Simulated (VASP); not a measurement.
Here is a VASP 6.6.1 calculation.

The input INCAR:

```
SYSTEM = ZrB
PREC     = Accurate       ! precision mode
ENCUT    = 520            ! plane-wave cutoff, eV
EDIFF    = 1E-6           ! SCF threshold, eV
ISMEAR   = 0              ! smearing method
SIGMA    = 0.15           ! smearing width, eV
LREAL    = .False.        ! projectors in reciprocal space
LASPH    = .True.         ! aspherical terms in the spheres
NELM     = 100            ! most SCF steps
ALGO     = Normal         ! electronic algorithm
ISIF     = 2              ! what is computed and relaxed
LWAVE    = .False.        ! write WAVECAR
LCHARG   = .False.        ! write CHGCAR
NBANDS   = 14             ! bands
```

File KPOINTS:

```
Automatic mesh
0
Gamma
  18 18 18
  0 0 0
```

Contents of POSCAR:

```
ZrB
1.0
    0.0000000000      2.2883013539      2.5834922286
    2.2883013539      0.0000000000      2.5834922286
    2.2883013539      2.2883013539      0.0000000000
Zr B
1 1
Direct
    0.0000000000      0.0000000000      0.0000000000
    0.5000000000      0.5000000000      0.5000000000
```

Potentials or basis: VASP PAW LDA potentials, release 64 (Zr_sv, B).

The run is started by

```bash
$ cat potpaw_LDA.64/Zr_sv/POTCAR potpaw_LDA.64/B/POTCAR > POTCAR
$ mpirun -np 1 vasp_std > vasp.out
```

Q: Predict the pressure.

A: 12.3 GPa.

Stress tensor (GPa, compression positive):
```
 26.52   0.00   0.00
  0.00  26.52   0.00
  0.00   0.00 -16.00
```
